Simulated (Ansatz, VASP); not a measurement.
One calculation of BaF2, two programs

```xyz
3
Lattice="0.0000 3.1000 3.1000 3.1000 0.0000 3.1000 3.1000 3.1000 0.0000" Properties=species:S:1:pos:R:3 pbc="T T T"
Ba    0.0000    0.0000    0.0000
F     1.5500    1.5500    1.5500
F     4.6501    4.6501    4.6501
```

Alike in both runs: task electric field gradients; functional r2SCAN; k mesh 7 × 7 × 7; occupations fermi-dirac, width 0.02 eV; no spin polarisation.

|  | VASP | Ansatz |
| --- | --- | --- |
| version | VASP 6.6.1 | Ansatz 0.2.0 |
| potentials or method | VASP PAW PBE potentials, release 64 (Ba_sv, F) | plane-wave PAW, scalar-relativistic |
| plane-wave cutoff (eV) | 580 | 500 |
| valence electrons in the cell | 24 | 24 |

```tsv
	VASP	Ansatz	Ansatz less VASP
gap on the k mesh at the Fermi level (eV)	7.35	7.42	+0.074
pressure (GPa)	0.8	-0.2	-0.96
```

VASP's potentials were made for PBE, not for r2SCAN.

Spin-orbit coupling is off throughout.
